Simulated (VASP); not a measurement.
A run of VASP 6.6.1:

File POSCAR:

```
CuI
1.0
    3.0116971668      3.0116971668      0.0000000000
   -3.0116971668      3.0116971668      0.0000000000
    0.0000000000      3.0116971668      3.0116971668
Cu I
1 1
Direct
    0.7500000000      0.2500000000      0.5000000000
    0.0000000000      0.0000000000      0.0000000000
```

INCAR.step1

```
SYSTEM = CuI
  PREC = Accurate
  ENCUT = 600
  ISMEAR = 0
  SIGMA = 0.01
  LREAL = .False.
  LASPH = .True.
  NELM = 60
  GGA = PE
  ALGO = Normal
  EDIFF = 1E-4
  LWAVE = .True.
  LCHARG = .False.
```

The input INCAR.step2:

```
SYSTEM = CuI
  PREC = Accurate
  ENCUT = 600
  EDIFF = 1E-7
  ISMEAR = 0
  SIGMA = 0.01
  LREAL = .False.
  LASPH = .True.
  NELM = 60
  ALGO = Normal
  ISIF = 3
  LWAVE = .False.
  LCHARG = .False.
  METAGGA = R2SCAN
  LMIXTAU = .True.
  IBRION = 2
  NSW = 100
  EDIFFG = -0.002
  PSTRESS = 100.0
  ISTART = 1
```

KPOINTS

```
Automatic mesh
0
Gamma
  6 6 6
  0 0 0
```

Potentials or basis: VASP PAW PBE potentials, release 64 (Cu, I).

The run is started by

```sh
$ cat potpaw_PBE.64/Cu/POTCAR potpaw_PBE.64/I/POTCAR > POTCAR
$ cp INCAR.step1 INCAR
$ mpirun -np 1 vasp_std > vasp.out
$ cp INCAR.step2 INCAR
$ mpirun -np 1 vasp_std > vasp.out
```

Hardware: 1 thread of Intel(R) Xeon(R) Platinum 8375C CPU @ 2.90GHz (Ice Lake), on a shared host.

Question: How long does it take, and how much memory?

Answer: Run time: 7.2 min on 1 thread of Intel(R) Xeon(R) Platinum 8375C CPU @ 2.90GHz (Ice Lake), with other jobs on the host, peak memory 0.23 GiB. Counts: k points 16, ion steps 7.
